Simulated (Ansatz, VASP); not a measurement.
## One calculation of Sn2HO2, two programs

Contents of INCAR:

```
SYSTEM = Sn2HO2
  PREC = Accurate
  ENCUT = 520
  EDIFF = 1E-6
  ISMEAR = 0
  SIGMA = 0.05
  LREAL = .False.
  LASPH = .True.
  NELM = 150
  ALGO = Normal
  ISIF = 2
  LWAVE = .False.
  LCHARG = .False.
  ISPIN = 2
  MAGMOM = 0 0 0 0 1
  LORBIT = 11
  LDIPOL = .True.
  IDIPOL = 3
  DIPOL = 0.5 0.5 0.307
  GGA = PE
  IVDW = 12
  NBANDS = 32
```

KPOINTS

```
Automatic mesh
0
Gamma
  7 7 1
  0 0 0
```

The input POSCAR:

```
Sn2HO2
1.0
    3.8201629938      0.0000000000      0.0000000000
    0.0000000000      3.8201629938      0.0000000000
    0.0000000000      0.0000000000     19.4630415395
Sn O H
2 2 1
Direct
    0.7500000000      0.2500000000      0.2055177240
    0.2500000000      0.7500000000      0.3269294538
    0.2500000000      0.2500000000      0.2662235889
    0.7500000000      0.7500000000      0.2662235889
    0.2500000000      0.7500000000      0.4707918606
```

Input for Ansatz:

```yaml
crystal:
  lattice:
    - [3.8201629938, 0.0, 0.0]
    - [0.0, 3.8201629938, 0.0]
    - [0.0, 0.0, 19.4630415395]
  atoms:
    - { symbol: Sn, position: [0.75, 0.25, 0.205517724] }
    - { symbol: O, position: [0.25, 0.25, 0.2662235889] }
    - { symbol: O, position: [0.75, 0.75, 0.2662235889] }
    - { symbol: Sn, position: [0.25, 0.75, 0.3269294538] }
    - { symbol: H, position: [0.25, 0.75, 0.4707918606], spin: 1.0 }
basis:
  ecutwfc: 420
kpoints:
  mp_grid: { grid: [7, 7, 1] }
hamiltonian:
  xc: pbe
  pseudopotentials: { kind: paw, azcp: { folder: soft_1 } }
  dispersion: d3bj
scf:
  occupations: { method: gaussian, width: 0.05 }
output:
  forces: true
  eigenvalues: true
  populations: true
magnetization:
  spin_polarized: true
efield:
  axis: 3
  dipole_correction: true
  ramp_width: 0.04
```

Alike in both runs: task single point; functional PBE; dispersion D3(BJ); k mesh 7 × 7 × 1; occupations gaussian, width 0.05 eV; collinear spin.

```csv
,VASP,Ansatz
version,VASP 6.6.1,Ansatz 0.2.0
potentials or method,"VASP PAW PBE potentials, release 64 (Sn_d, O, H), cutoff 520 eV","scalar-relativistic, plane waves, PAW"
valence electrons in the cell,41,41
```

Ansatz gave:

- gap on the k mesh at the Fermi level (eV): 1.55
- least direct gap on the mesh (eV): 1.65
- rms of the force components (eV/Å): 0.047
- net moment per atom (μB): 0.20
- size of the moment on the site where the two differ most (μB): 0.75

Question: Which values does VASP return?

Answer: gap on the k mesh at the Fermi level (eV): 1.53; least direct gap on the mesh (eV): 1.63; rms of the force components (eV/Å): 0.068; net moment per atom (μB): 0.20; size of the moment on the site where the two differ most (μB): 0.34.

Site moments also hang on the region over which each program counts them.
